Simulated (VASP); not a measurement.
Crystal: Ru.

```
CELL_PARAMETERS angstrom
2.65228 0.00000 0.00000
-1.32614 2.29694 0.00000
0.00000 0.00000 4.29669
ATOMIC_POSITIONS crystal
Ru 0.33333 0.66667 0.25000
Ru 0.66667 0.33333 0.75000
```

```yaml
Program: VASP 6.6.1
Task: relaxation of cell and atoms
Functional: LDA
Potentials_or_basis: VASP PAW LDA potentials, release 64 (Ru_pv)
Cutoff: 500 eV
k_mesh: 18 × 18 × 10
Occupations: fermi-dirac, width 0.08 eV
Spin: no spin polarisation
```

At the start: pressure 0.9 GPa; volume 13.09 Å³/atom.

**Question.** How do energy, volume and symmetry change on relaxing?

**Answer.** Over 5 steps the energy falls by 8.6 meV/atom and the volume is 13.13 Å³/atom (+0.3 %); space group P6_3/mmc (No. 194, to 0.1 Å) before and after.

Step by step:
| step | energy change (eV) | largest force (eV/Å) | pressure (GPa) | volume (Å³) |
| --- | --- | --- | --- | --- |
| 1 | 0.0000 | 0.0000 | 0.91 | 26.18 |
| 2 | 0.0006 | 0.0000 | -1.90 | 26.44 |
| 3 | -0.0170 | 0.0000 | -0.83 | 26.31 |
| 4 | -0.0159 | 0.0000 | 2.40 | 26.08 |
| 5 | -0.0172 | 0.0000 | -0.01 | 26.25 |

Final structure:
```
CELL_PARAMETERS angstrom
2.67701 0.00000 0.00000
-1.33850 2.31836 0.00000
0.00000 0.00000 4.22980
ATOMIC_POSITIONS crystal
Ru 0.33333 0.66667 0.25000
Ru 0.66667 0.33333 0.75000
```
